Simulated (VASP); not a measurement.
Ta3P2:

```
Ta P
1.0
     0.00000    4.16479    6.31955
     3.89221    0.00000    6.31955
     3.89221    4.16479    0.00000
Ta P
6 4
Direct
  0.71970 0.13330 0.28030
  0.86670 0.28030 0.13330
  0.28030 0.86670 0.71970
  0.13330 0.71970 0.86670
  0.85190 0.85190 0.14810
  0.14810 0.14810 0.85190
  0.71800 0.28200 0.71800
  0.28200 0.71800 0.28200
  0.25000 0.25000 0.25000
  0.75000 0.75000 0.75000
```

```yaml
Program: VASP 6.6.1
Task: relaxation of cell and atoms
Functional: PBE
Potentials_or_basis: VASP PAW PBE potentials, release 64 (Ta_pv, P)
Cutoff: 600 eV
k_mesh: 4 × 4 × 4
Occupations: gaussian, width 0.1 eV
Spin: no spin polarisation
```

At the start: pressure 65.1 GPa; volume 20.49 Å³/atom.

Question: How do energy, volume and symmetry change on relaxing?

Answer: Over 44 steps the energy falls by 5098.1 meV/atom and the volume is 15.90 Å³/atom (-22.4 %); space group Fmmm (No. 69, to 0.1 Å) before and after.

Step by step:
```csv
step,energy change (eV),largest force (eV/Å),pressure (GPa),volume (Å³)
1,0.0000,26.9331,65.08,204.88
3,-11.9748,3.7216,-17.78,463.52
5,-26.7333,1.3275,-27.27,313.61
7,-36.2786,3.1584,-13.39,230.55
9,-36.5360,2.4327,-17.03,237.58
11,-45.9418,2.9610,14.00,160.95
13,-48.7218,2.0332,17.81,153.28
15,-49.6580,0.7976,-2.67,167.37
17,-49.8972,0.8618,-1.11,165.43
19,-50.1746,0.3528,-1.46,163.96
21,-50.2923,0.4504,2.22,159.19
23,-50.3644,0.3285,0.26,159.90
25,-50.4670,0.4333,-0.29,159.22
27,-50.5791,0.7204,0.45,157.96
29,-50.6148,0.9669,0.73,157.62
31,-50.7207,1.0016,0.26,157.66
33,-50.7901,1.8420,-2.53,159.82
35,-50.8886,0.7313,-0.33,157.89
37,-50.9472,0.2757,1.08,157.35
39,-50.9690,0.1913,-0.14,158.69
41,-50.9786,0.0778,0.45,158.50
43,-50.9810,0.0405,0.10,158.84
44,-50.9813,0.0257,-0.07,159.01
```

Final structure:
```yaml
crystal:
  lattice:
    - [0.00000, 2.52178, 7.02692]
    - [4.48676, 0.00000, 7.02692]
    - [4.48676, 2.52178, 0.00000]
  atoms:
    - { symbol: Ta, position: [0.55519, 0.22890, 0.44481] }
    - { symbol: Ta, position: [0.77110, 0.44481, 0.22890] }
    - { symbol: Ta, position: [0.44481, 0.77110, 0.55519] }
    - { symbol: Ta, position: [0.22890, 0.55519, 0.77110] }
    - { symbol: Ta, position: [0.81200, 0.81200, 0.18800] }
    - { symbol: Ta, position: [0.18800, 0.18800, 0.81200] }
    - { symbol: P, position: [0.78309, 0.21691, 0.78309] }
    - { symbol: P, position: [0.21691, 0.78309, 0.21691] }
    - { symbol: P, position: [0.25000, 0.25000, 0.25000] }
    - { symbol: P, position: [0.75000, 0.75000, 0.75000] }
```

Caveat: the volume moved by over 15 % at a fixed basis, so the end points are rough.
